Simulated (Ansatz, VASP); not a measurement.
**Two plane-wave programs on BaTe**

```xyz
2
Lattice="0.0000 3.7433 3.4777 3.7433 0.0000 3.4777 3.7433 3.7433 0.0000" Properties=species:S:1:pos:R:3 pbc="T T T"
Ba    0.0000    0.0000    0.0000
Te    3.7433    3.7433    3.4777
```

Change from the starting cell: epitaxial_xy strain +6.0%.

Alike in both runs: task single point; functional HSE06; k mesh 4 × 4 × 4; no spin polarisation.

```csv
,VASP,Ansatz
version,VASP 6.6.1,Ansatz 0.2.0
potentials or method,"VASP PAW PBE potentials, release 64 (Ba_sv, Te)","plane waves, PAW"
plane-wave cutoff (eV),520,420
occupations,"gaussian, width 0.01 eV",fixed
valence electrons in the cell,16,26
```

|  | VASP | Ansatz | Ansatz less VASP |
| --- | --- | --- | --- |
| gap on the k mesh at the Fermi level (eV) | 2.40 | 2.45 | +0.044 |
| pressure (GPa) | -2.1 | -2.2 | -0.14 |
| traceless stress, the component that is largest in VASP (GPa) | 2.06 | 1.94 | -0.112 |

VASP's potentials hold 16 valence electrons a cell and Ansatz's 26, so a difference there can come from the potentials and not from the codes. Ansatz's warnings: stress exchange threshold loose, stress scf threshold loose.

Neither program's run includes spin-orbit coupling.
